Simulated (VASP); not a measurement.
# In (Pm-3m) in VASP: further runs, part 2 of 2

VASP 6.6.1.

## 4. Single point, r2SCAN (31.58 Å³/atom)

This run uses another cell than the first one, of 31.58 Å³/atom.

POSCAR

```
In
1.0
    3.1608830741      0.0000000000      0.0000000000
    0.0000000000      3.1608830741      0.0000000000
    0.0000000000      0.0000000000      3.1608830741
In
1
Direct
    0.0000000000      0.0000000000      0.0000000000
```

INCAR.step1

```
SYSTEM = In
  ALGO = Normal
  EDIFF = 1E-4
  ENCUT = 520
  GGA = PE
  ISMEAR = -1
  LASPH = .True.
  LCHARG = .False.
  LREAL = .False.
  LWAVE = .True.
  NBANDS = 12
  NELM = 60
  PREC = Accurate
  SIGMA = 0.1
```

INCAR.step2

```
SYSTEM = In
  ALGO = Normal
  EDIFF = 1E-7
  ENCUT = 520
  ISIF = 2
  ISMEAR = -1
  ISTART = 1
  LASPH = .True.
  LCHARG = .False.
  LMIXTAU = .True.
  LREAL = .False.
  LWAVE = .False.
  METAGGA = R2SCAN
  NBANDS = 12
  NELM = 60
  PREC = Accurate
  SIGMA = 0.1
```

KPOINTS

```
k-points
0
Gamma
  12 12 12
  0 0 0
```

Potentials or basis: VASP PAW PBE potentials, release 64 (In_d).

Command:

```sh
> cat potpaw_PBE.64/In_d/POTCAR > POTCAR
> cp INCAR.step1 INCAR
> mpirun -np 1 vasp_std > vasp.out
> cp INCAR.step2 INCAR
> mpirun -np 1 vasp_std > vasp.out
```

OUTCAR:

```text
SYSTEM = In
   EDIFF = 1E-7
   ENCUT = 520
   ISIF = 2
   ISMEAR = -1
   ISTART = 1
   LASPH = .True.
   LREAL = .False.
   METAGGA = R2SCAN
   NELM = 60
   PREC = Accurate

 ion  position               nearest neighbor table
   1  0.000  0.000  0.000-

  LATTYP: Found a simple cubic cell.
 ALAT       =     3.1608830741

  Lattice vectors:

 A1 = (   3.1608830741,   0.0000000000,   0.0000000000)
 A2 = (   0.0000000000,   3.1608830741,   0.0000000000)
 A3 = (   0.0000000000,   0.0000000000,   3.1608830741)

[... 539 lines left out ...]
 [... further k-points ...]

------------------------ aborting loop because EDIFF is reached ----------------------------------------

  FORCE on cell =-STRESS in cart. coord.  units (eV):
  Direction    XX          YY          ZZ          XY          YZ          ZX
  --------------------------------------------------------------------------------------
  -------------------------------------------------------------------------------------
  Total       -0.6425305     -0.6425305     -0.6425305     -0.0000000     -0.0000000      0.0000000
  in kB      -32.5971044    -32.5971044    -32.5971044     -0.0000000     -0.0000000      0.0000000
  external PRESSURE =     -32.5971044 kB  Pullay stress =       0.0000000 kB

 VOLUME and BASIS-vectors are now :
 -----------------------------------------------------------------------------
  energy-cutoff  :      520.00
  volume of cell :       31.58
      direct lattice vectors                 reciprocal lattice vectors
     3.160883074  0.000000000  0.000000000     0.316367286  0.000000000  0.000000000
     0.000000000  3.160883074  0.000000000     0.000000000  0.316367286  0.000000000
     0.000000000  0.000000000  3.160883074     0.000000000  0.000000000  0.316367286

 POSITION                                       TOTAL-FORCE (eV/Angst)
 -----------------------------------------------------------------------------------
      0.00000      0.00000      0.00000         0.000000      0.000000      0.000000
 -----------------------------------------------------------------------------------
    total drift:                                0.000000     -0.000000      0.000000

  FREE ENERGIE OF THE ION-ELECTRON SYSTEM (eV)
  ---------------------------------------------------
  free  energy   TOTEN  =       -22.4967239892 eV

  energy  without entropy=      -22.4789920187  energy(sigma->0) =      -22.48785800
```

OUTCAR.step1:

```text
SYSTEM = In
   EDIFF = 1E-4
   ENCUT = 520
   GGA = PE
   ISMEAR = -1
   LASPH = .True.
   LREAL = .False.
[... 576 lines left out ...]
 -----------------------------------------------------------------------------------
      0.00000      0.00000      0.00000         0.000000      0.000000      0.000000
 -----------------------------------------------------------------------------------
    total drift:                                0.000000     -0.000000      0.000000

  FREE ENERGIE OF THE ION-ELECTRON SYSTEM (eV)
  ---------------------------------------------------
  free  energy   TOTEN  =        -2.4610838165 eV

  energy  without entropy=       -2.4428767027  energy(sigma->0) =       -2.45198026
```

OSZICAR.step1:

```text
N       E                     dE             d eps       ncg     rms          rms(c)
DAV:   1     0.794333774713E+02    0.79433E+02   -0.62365E+03  2036   0.128E+03
DAV:   2     0.155470288557E+01   -0.77879E+02   -0.76080E+02  2092   0.284E+02
DAV:   3    -0.238344823703E+01   -0.39382E+01   -0.39256E+01  2440   0.657E+01
DAV:   4    -0.247467656008E+01   -0.91228E-01   -0.91204E-01  2504   0.104E+01
DAV:   5    -0.247886259394E+01   -0.41860E-02   -0.41859E-02  2644   0.196E+00    0.193E+00
DAV:   6    -0.246288441791E+01    0.15978E-01   -0.32602E-02  2524   0.339E+00    0.955E-01
DAV:   7    -0.246101783871E+01    0.18666E-02   -0.10384E-02  2624   0.176E+00    0.221E-01
DAV:   8    -0.246108381652E+01   -0.65978E-04   -0.90805E-04  2352   0.455E-01
   1 F= -.24610838E+01 E0= -.24519803E+01  d E =-.182071E-01
```

It took 75 s on 1 thread of Intel Xeon 8259CL, shared host; peak memory 0.16 GiB.

What came out:

```
Free energy            : -22.4967 eV
Pressure               : -3.3 GPa
Band gap on the k mesh : zero (an odd number of electrons rules out a gap without spin polarisation)
```

Caveat: the cell stands under tension; the PAW data sets were made with another functional, which shifts forces and pressure a little; spin-orbit coupling is left out, which moves the levels of the heavy elements.

## 5. Single point, r2SCAN

This run uses another cell than the first one, of 28.20 Å³/atom.

POSCAR

```
In
1.0
    3.0437040583      0.0000000000      0.0000000000
    0.0000000000      3.0437040583      0.0000000000
    0.0000000000      0.0000000000      3.0437040583
In
1
Direct
    0.0000000000      0.0000000000      0.0000000000
```

Changes to INCAR.step1 since step 4:

```diff
@@ -11,3 +11,3 @@
   NBANDS = 12
-  NELM = 60
+  NELM = 80
   PREC = Accurate
```

Changes to INCAR.step2 since step 4:

```diff
@@ -2,3 +2,3 @@
   ALGO = Normal
-  EDIFF = 1E-7
+  EDIFF = 1E-6
   ENCUT = 520
@@ -14,3 +14,3 @@
   NBANDS = 12
-  NELM = 60
+  NELM = 80
   PREC = Accurate
```

KPOINTS

```
k-points
0
Gamma
  17 17 17
  0 0 0
```

Command:

```sh
> cat potpaw_PBE.64/In_d/POTCAR > POTCAR
> cp INCAR.step1 INCAR
> mpirun -np 1 vasp_std > vasp.out
> cp INCAR.step2 INCAR
> mpirun -np 1 vasp_std > vasp.out
```

It took 2.2 min on 1 thread of Intel Xeon 8259CL, shared host; peak memory 0.18 GiB.

It converged, with:

```yaml
Free_energy: -22.5373 eV
Pressure: 0.0 GPa
Band_gap_on_the_k_mesh: zero (an odd number of electrons rules out a gap without spin polarisation)
```

Levels at points of the mesh, in eV from the Fermi level:
| k point | band 3 | band 4 | band 5 | band 6 | band 7 | band 8 | band 9 | band 10 |
| --- | --- | --- | --- | --- | --- | --- | --- | --- |
| (0.00, 0.00, 0.00) | -14.77 | -14.77 | -14.77 | -9.50 | 7.77 | 7.77 | 7.77 | 10.96 |

Caveat: the PAW data sets were made with another functional, which shifts forces and pressure a little; spin-orbit coupling is left out, which moves the levels of the heavy elements.

## 6. Relaxation of cell and atoms, r2SCAN

This run uses another cell than the first one, of 28.24 Å³/atom.

POSCAR

```
In
1.0
    3.0450626401      0.0000000000      0.0000000000
    0.0000000000      3.0450626401      0.0000000000
    0.0000000000      0.0000000000      3.0450626401
In
1
Direct
    0.0000000000      0.0000000000      0.0000000000
```

INCAR.step1

```
SYSTEM = In
PREC     = Accurate       ! precision mode
ENCUT    = 600            ! plane-wave cutoff, eV
ISMEAR   = -1             ! smearing method
SIGMA    = 0.1            ! smearing width, eV
LREAL    = .FALSE.        ! projectors in reciprocal space
LASPH    = .TRUE.         ! aspherical terms in the spheres
NELM     = 60             ! most SCF steps
GGA      = PE             ! functional
ALGO     = Normal         ! electronic algorithm
EDIFF    = 1E-4           ! SCF threshold, eV
LWAVE    = .TRUE.         ! write WAVECAR
LCHARG   = .FALSE.        ! write CHGCAR
```

INCAR.step2

```
SYSTEM = In
PREC     = Accurate       ! precision mode
ENCUT    = 600            ! plane-wave cutoff, eV
EDIFF    = 1E-7           ! SCF threshold, eV
ISMEAR   = -1             ! smearing method
SIGMA    = 0.1            ! smearing width, eV
LREAL    = .FALSE.        ! projectors in reciprocal space
LASPH    = .TRUE.         ! aspherical terms in the spheres
NELM     = 60             ! most SCF steps
ALGO     = Normal         ! electronic algorithm
ISIF     = 3              ! what is computed and relaxed
LWAVE    = .FALSE.        ! write WAVECAR
LCHARG   = .FALSE.        ! write CHGCAR
METAGGA  = R2SCAN         ! meta-GGA
LMIXTAU  = .TRUE.       
IBRION   = 2              ! ionic algorithm
NSW      = 80             ! ionic steps
EDIFFG   = -0.01          ! ionic threshold
ISTART   = 1
```

KPOINTS

```
regular mesh
0
G
  10 10 10
  0 0 0
```

Potentials or basis: VASP PAW PBE potentials, release 64 (In_d).

Command:

```sh
> cat potpaw_PBE.64/In_d/POTCAR > POTCAR
> cp INCAR.step1 INCAR
> mpirun -np 1 vasp_std > vasp.out
> cp INCAR.step2 INCAR
> mpirun -np 1 vasp_std > vasp.out
```

Wall time 64 s (1 thread of Intel Xeon 8259CL, shared host); peak memory 0.15 GiB.

It converged, with:

```yaml
Free_energy: -22.5449 eV
Pressure_after_relaxing: 0.0 GPa
Band_gap_on_the_k_mesh: zero (an odd number of electrons rules out a gap without spin polarisation)
```

Final structure:
```cif
data_structure
_symmetry_space_group_name_H-M 'P 1'
_symmetry_Int_Tables_number 1
_cell_length_a 3.0451
_cell_length_b 3.0451
_cell_length_c 3.0451
_cell_angle_alpha 90.000
_cell_angle_beta 90.000
_cell_angle_gamma 90.000
_cell_volume 28.24
loop_
_atom_site_label
_atom_site_type_symbol
_atom_site_fract_x
_atom_site_fract_y
_atom_site_fract_z
_atom_site_occupancy
In1 In 0.00000 0.00000 0.00000 1
```

Levels at points of the mesh, in eV from the Fermi level:
```tsv
k point	band 4	band 5	band 6	band 7	band 8	band 9
(0.00, 0.00, 0.00)	-14.78	-14.78	-9.50	7.74	7.74	7.74
(0.50, 0.00, 0.00)	-15.00	-14.77	-5.63	-3.58	11.02	11.02
(0.50, 0.50, 0.00)	-14.97	-14.57	-1.54	-0.72	-0.72	4.25
(0.50, 0.50, 0.50)	-14.55	-14.55	2.14	2.14	2.14	3.37
```

Caveat: the relaxation stopped at its first step, so nothing moved; the PAW data sets were made with another functional, which shifts forces and pressure a little; spin-orbit coupling is left out, which moves the levels of the heavy elements.

## 7. Overview

```csv
task,cell,k mesh,cutoff (eV),gap on the mesh (eV),pressure (GPa)
single point,"a = 3.084 Å, 1 atom",12 × 12 × 12,520,none,-1.5
single point,"a = 3.123 Å, 1 atom",12 × 12 × 12,520,none,-2.5
single point,"a = 3.161 Å, 1 atom",12 × 12 × 12,520,none,-3.3
single point,"a = 3.044 Å, 1 atom",17 × 17 × 17,520,none,0.0
relaxation of cell and atoms,"relaxed from a = 3.045 Å, 1 atom",10 × 10 × 10,600,none,0.0
```

Alike in all rows: level r2SCAN; potentials or basis VASP PAW PBE potentials, release 64 (In_d); no spin polarisation; smearing fermi-dirac 0.1 eV.

Caveats: the PAW data sets were made with another functional, which shifts forces and pressure a little; spin-orbit coupling is left out, which moves the levels of the heavy elements; the cell stands under tension (at least some runs); the relaxation stopped at its first step, so nothing moved (at least some runs).

Absolute energies hang on the potentials; compare differences alone.
